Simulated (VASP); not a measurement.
# HgTe (Fm-3m) in VASP: a series of runs

The runs below take HgTe through single point, with r2SCAN, PBE.

Program: VASP 6.6.1. These are calculated values, not measurements. Logs are shortened: lines on timing, memory, paths and dates and some standing lists are left out, and cuts for length are marked.

### 1 The cell of the first run

It takes space group Fm-3m (No. 225, cubic). The conventional cell has a = 6.444 Å, b = 6.444 Å, c = 6.444 Å, α = 90.00°, β = 90.00°, γ = 90.00°. Within 4.2 Å of Hg (site symmetry m-3m) lie 6 Te at 3.22 Å. Within 4.2 Å of Te (site symmetry m-3m) lie 6 Hg at 3.22 Å.

### 2 Single point, r2SCAN

POSCAR

```
HgTe
1.0
    0.0000000000      3.2218469041      3.2218469041
    3.2218469041      0.0000000000      3.2218469041
    3.2218469041      3.2218469041      0.0000000000
Hg Te
1 1
Direct
    0.0000000000      0.0000000000      0.0000000000
    0.5000000000      0.5000000000      0.5000000000
```

INCAR.step1

```
SYSTEM = HgTe
PREC = Accurate ; ENCUT = 520
ISMEAR = -1 ; SIGMA = 0.05
LREAL = .FALSE. ; LASPH = .TRUE.
NELM = 80 ; NBANDS = 16
GGA = PE ; ALGO = Normal
EDIFF = 1E-4 ; LWAVE = .TRUE.
LCHARG = .FALSE.
```

INCAR.step2

```
SYSTEM = HgTe
PREC = Accurate ; ENCUT = 520
EDIFF = 1E-6 ; ISMEAR = -1
SIGMA = 0.05 ; LREAL = .FALSE.
LASPH = .TRUE. ; NELM = 80
ALGO = Normal ; ISIF = 2
LWAVE = .FALSE. ; LCHARG = .FALSE.
METAGGA = R2SCAN ; LMIXTAU = .TRUE.
NBANDS = 16 ; ISTART = 1
```

KPOINTS

```
regular mesh
0
G
  7 7 7
  0 0 0
```

Potentials or basis: VASP PAW PBE potentials, release 64 (Hg, Te).

Command:

```console
$ cat potpaw_PBE.64/Hg/POTCAR potpaw_PBE.64/Te/POTCAR > POTCAR
$ cp INCAR.step1 INCAR
$ mpirun -np 1 vasp_std > vasp.out
$ cp INCAR.step2 INCAR
$ mpirun -np 1 vasp_std > vasp.out
```

OUTCAR:

```text
SYSTEM = HgTe
   PREC = Accurate
   ENCUT = 520
   EDIFF = 1E-6
   ISMEAR = -1
   LREAL = .FALSE.
   LASPH = .TRUE.
   NELM = 80
   ISIF = 2
   METAGGA = R2SCAN
   ISTART = 1

 ion  position               nearest neighbor table
   1  0.000  0.000  0.000-   2 3.22   2 3.22   2 3.22   2 3.22   2 3.22   2 3.22
   2  0.500  0.500  0.500-   1 3.22   1 3.22   1 3.22   1 3.22   1 3.22   1 3.22

  LATTYP: Found a face centered cubic cell.
 ALAT       =     6.4436938082

  Lattice vectors:

 A1 = (   0.0000000000,   3.2218469041,   3.2218469041)
 A2 = (   3.2218469041,   0.0000000000,   3.2218469041)
 A3 = (   3.2218469041,   3.2218469041,   0.0000000000)

Analysis of symmetry for initial positions (statically):
=====================================================================
 Subroutine PRICEL returns:
 Original cell was already a primitive cell.

 Routine SETGRP: Setting up the symmetry group for a
 face centered cubic supercell.

 Subroutine GETGRP returns: Found 48 space group operations
 (whereof 48 operations were pure point group operations)
 out of a pool of 48 trial point group operations.

The static configuration has the point symmetry O_h .

Analysis of symmetry for dynamics (positions and initial velocities):
=====================================================================
 Subroutine PRICEL returns:
 Original cell was already a primitive cell.

 Routine SETGRP: Setting up the symmetry group for a
 face centered cubic supercell.

 Subroutine GETGRP returns: Found 48 space group operations
 (whereof 48 operations were pure point group operations)
 out of a pool of 48 trial point group operations.

The dynamic configuration has the point symmetry O_h .

 Subroutine INISYM returns: Found 48 space group operations
 (whereof 48 operations are pure point group operations),
 and found     1 'primitive' translations

----------------------------------------------------------------------------------------

                                     Primitive cell

  volume of cell :      66.8875

  direct lattice vectors                    reciprocal lattice vectors
     0.000000000  3.221846904  3.221846904    -0.155190490  0.155190490  0.155190490
     3.221846904  0.000000000  3.221846904     0.155190490 -0.155190490  0.155190490
     3.221846904  3.221846904  0.000000000     0.155190490  0.155190490 -0.155190490

  length of vectors
     4.556379588  4.556379588  4.556379588     0.268797814  0.268797814  0.268797814

  position of ions in fractional coordinates (direct lattice)
     0.000000000  0.000000000  0.000000000
     0.500000000  0.500000000  0.500000000

  ion indices of the primitive-cell ions
   primitive index   ion index
                 1           1
                 2           2

----------------------------------------------------------------------------------------

 KPOINTS: regular mesh

Automatic generation of k-mesh.
 Grid dimensions read from file:
 generate k-points for:    7    7    7

 Generating k-lattice:

  Cartesian coordinates                     Fractional coordinates (reciprocal lattice)
    -0.022170070  0.022170070  0.022170070     0.142857143  0.000000000  0.000000000
     0.022170070 -0.022170070  0.022170070     0.000000000  0.142857143  0.000000000
     0.022170070  0.022170070 -0.022170070     0.000000000  0.000000000  0.142857143

  Length of vectors
     0.038399688  0.038399688  0.038399688

  Shift w.r.t. Gamma in fractional coordinates (k-lattice)
     0.000000000  0.000000000  0.000000000

 Subroutine IBZKPT returns following result:
 ===========================================

 Found     20 irreducible k-points:

 Following reciprocal coordinates:
            Coordinates               Weight
  0.000000  0.000000  0.000000      1.000000
  0.142857  0.000000  0.000000      8.000000
  0.285714  0.000000  0.000000      8.000000
  0.428571  0.000000  0.000000      8.000000
  0.142857  0.142857  0.000000      6.000000
  0.285714  0.142857  0.000000     24.000000
[... 12 lines left out ...]
 -0.428571  0.428571  0.142857     24.000000
 -0.285714  0.428571  0.142857     24.000000
   k-points           NKPTS =     20   k-points in BZ     NKDIM =     20   number of bands    NBANDS=     16
   number of dos      NEDOS =    301   number of ions     NIONS =      2
   total plane-waves  NPLWV =  46656
   dimension x,y,z NGX =    36 NGY =   36 NGZ =   36
   dimension x,y,z NGXF=    72 NGYF=   72 NGZF=   72
   ions per type =               1   1
   NGX,Y,Z   is equivalent  to a cutoff of  13.14, 13.14, 13.14 a.u.
   NGXF,Y,Z  is equivalent  to a cutoff of  26.27, 26.27, 26.27 a.u.
 SYSTEM =  HgTe
   PREC   = accura    normal or accurate (medium, high low for compatibility)
   ISTART =      1    job   : 0-new  1-cont  2-samecut
   ICHARG =      0    charge: 1-file 2-atom 10-const
   ISPIN  =      1    spin polarized calculation?
   LNONCOLLINEAR =      F non collinear calculations
   LSORBIT =      F    spin-orbit coupling
   LASPH  =      T    aspherical Exc in radial PAW
   ENCUT  =  520.0 eV  38.22 Ry    6.18 a.u.   8.47  8.47  8.47*2*pi/ulx,y,z
   NELM   =     80;   NELMIN=  2; NELMDL=  0     # of ELM steps
   EDIFF  = 0.1E-05   stopping-criterion for ELM
   LREAL  =      F    real-space projection
   EDIFFG = 0.1E-04   stopping-criterion for IOM
   NSW    =      0    number of steps for IOM
   IBRION =     -1    ionic relax: 0-MD 1-quasi-New 2-CG
   NFREE  =      0    steps in history (QN), initial steepest desc. (CG)
   ISIF   =      2    stress and relaxation
   ISYM   =      2    0-nonsym 1-usesym 2-fastsym
   POTIM  = 0.5000    time-step for ionic-motion
   TEBEG  =    0.0;   TEEND  =   0.0 temperature during run
   PSTRESS=    0.0 pullay stress
   NELECT =      18.0000    total number of electrons
   NUPDOWN=      -1.0000    fix difference up-down
   EMIN   =  10.00;   EMAX   =-10.00  energy-range for DOS
   EFERMI =   0.00;   METHOD = LEGACY
   ISMEAR =    -1;   SIGMA  =   0.05  broadening in eV -4-tet -1-fermi 0-gaus
   EFERMI_NEDOS =   21; number of points for ismear=-14 and -15
   IALGO  =     38    algorithm
   IMIX   =      4    mixing-type and parameters
     AMIX     =   0.40;   BMIX     =  1.00
     AMIX_MAG =   1.60;   BMIX_MAG =  1.00
  volume/ion in A,a.u.               =      33.44       225.69
  Fermi-wavevector in a.u.,A,eV,Ry     =   1.056941  1.997329 15.199400  1.117124
  Thomas-Fermi vector in A             =   2.192195
   LORBIT       =      0    0 simple, 1 ext, 2 COOP (PROOUT), +10 PAW based schemes
   METAGGA = R2SCAN    functional components
   LHFCALC =     F    Hartree Fock is set to
   AEXX    =    0.0000 exact exchange contribution
   IVDW    =     0    specifies the selected vdW correction
   LEPSILON=     F    determine dielectric tensor
   LRPA    =     F    only Hartree local field effects (RPA)
 non-spin polarized calculation
  energy-cutoff  :      520.00
  volume of cell :       66.89
 maximum number of plane-waves:      1823
 NGX is ok and might be reduce to    36
   NGX = 17   NGY = 17   NGZ = 17

 number of electron      18.0000000 magnetization

 Free energy of the ion-electron system (eV)
  ---------------------------------------------------
  ext. energy  EPLUGINS =         0.00000000
  ---------------------------------------------------
  free energy    TOTEN  =       -74.66096467 eV

  energy without entropy =      -74.65122190  energy(sigma->0) =      -74.65609329

 E-fermi :   2.4926     XC(G=0):  -9.6009

 val. band max:        2.4709524376   @ k =  -0.1429   0.1429   0.0000
 cond. band min:       2.5696476521   @ k =   0.4286   0.0000   0.0000
 fundamental gap:      0.0986952145
 Fermi energy:         2.4926103061

 k-point     1 :       0.0000    0.0000    0.0000
  band No.  band energies     occupation
      1      -8.9271      2.00000
      2      -3.9507      2.00000
      3      -3.9507      2.00000
      4      -3.9016      2.00000
      5      -3.9016      2.00000
      6      -3.9016      2.00000
[... 8 lines left out ...]
     15      10.4958      0.00000
     16      10.4958      0.00000

 k-point     2 :       0.1429    0.0000    0.0000
  band No.  band energies     occupation
      1      -8.7976      2.00000
      2      -3.9927      2.00000
      3      -3.9927      2.00000
      4      -3.9132      2.00000
      5      -3.8853      2.00000
      6      -3.8853      2.00000
[... 8 lines left out ...]
     15      10.9720      0.00000
     16      10.9720      0.00000

 k-point     3 :       0.2857    0.0000    0.0000
  band No.  band energies     occupation
      1      -8.4671      2.00000
      2      -4.0897      2.00000
      3      -4.0897      2.00000
      4      -3.9638      2.00000
      5      -3.8418      2.00000
      6      -3.8418      2.00000
[... 8 lines left out ...]
     15      11.9170      0.00000
     16      11.9170      0.00000

 k-point     4 :       0.4286    0.0000    0.0000
  band No.  band energies     occupation
      1      -8.1447      2.00000
      2      -4.1648      2.00000
      3      -4.1648      2.00000
      4      -4.0637      2.00000
      5      -3.8056      2.00000
      6      -3.8056      2.00000
[... 8 lines left out ...]
     15      13.2460      0.00000
     16      13.2460      0.00000
[... 248 lines left out ...]
 k-point    18 :      -0.4286    0.2857    0.1429
  band No.  band energies     occupation
      1      -8.1216      2.00000
      2      -4.1064      2.00000
      3      -3.9687      2.00000
      4      -3.9304      2.00000
      5      -3.7905      2.00000
      6      -3.7430      2.00000
[... 8 lines left out ...]
     15      12.8323      0.00000
     16      14.1542      0.00000

 k-point    19 :      -0.4286    0.4286    0.1429
  band No.  band energies     occupation
      1      -8.1497      2.00000
      2      -4.0017      2.00000
      3      -3.9503      2.00000
      4      -3.8309      2.00000
      5      -3.7649      2.00000
      6      -3.5686      2.00000
[... 8 lines left out ...]
     15      13.8733      0.00000
     16      15.2854      0.00000

 k-point    20 :      -0.2857    0.4286    0.1429
  band No.  band energies     occupation
      1      -8.0958      2.00000
      2      -4.0787      2.00000
      3      -3.9269      2.00000
      4      -3.8723      2.00000
      5      -3.7645      2.00000
      6      -3.5536      2.00000
[... 8 lines left out ...]
     15      12.9987      0.00000
     16      15.0936      0.00000

------------------------ aborting loop because EDIFF is reached ----------------------------------------

  FORCE on cell =-STRESS in cart. coord.  units (eV):
  Direction    XX          YY          ZZ          XY          YZ          ZX
  --------------------------------------------------------------------------------------
  -------------------------------------------------------------------------------------
  Total       -2.3872485     -2.3872485     -2.3872485     -0.0000000      0.0000000     -0.0000000
  in kB      -57.1825495    -57.1825495    -57.1825495     -0.0000000      0.0000000     -0.0000000
  external PRESSURE =     -57.1825495 kB  Pullay stress =       0.0000000 kB

 VOLUME and BASIS-vectors are now :
 -----------------------------------------------------------------------------
  energy-cutoff  :      520.00
  volume of cell :       66.89
      direct lattice vectors                 reciprocal lattice vectors
     0.000000000  3.221846904  3.221846904    -0.155190490  0.155190490  0.155190490
     3.221846904  0.000000000  3.221846904     0.155190490 -0.155190490  0.155190490
     3.221846904  3.221846904  0.000000000     0.155190490  0.155190490 -0.155190490

 POSITION                                       TOTAL-FORCE (eV/Angst)
 -----------------------------------------------------------------------------------
      0.00000      0.00000      0.00000         0.000000     -0.000000     -0.000000
      3.22185      3.22185      3.22185        -0.000000      0.000000      0.000000
 -----------------------------------------------------------------------------------
    total drift:                               -0.000000      0.000000      0.000000

  FREE ENERGIE OF THE ION-ELECTRON SYSTEM (eV)
  ---------------------------------------------------
  free  energy   TOTEN  =       -74.6609646739 eV

  energy  without entropy=      -74.6512219046  energy(sigma->0) =      -74.65609329
```

It took 76 s on 1 thread of Intel Xeon Platinum 8259CL at 2.50GHz (Skylake/Cascade Lake), shared host; peak memory 0.21 GiB.

What came out:

| Quantity | Value |
| --- | --- |
| Free energy | -74.6610 eV |
| Pressure | -5.7 GPa |
| Band gap on the k mesh | zero (band 9 reaches 2.62 eV, above the bottom of band 10 at 0.81 eV) |

Caveat: the PAW data sets were made with another functional, which shifts forces and pressure a little; spin-orbit coupling is left out, which moves the levels of the heavy elements.

[end of part 1 of 3]
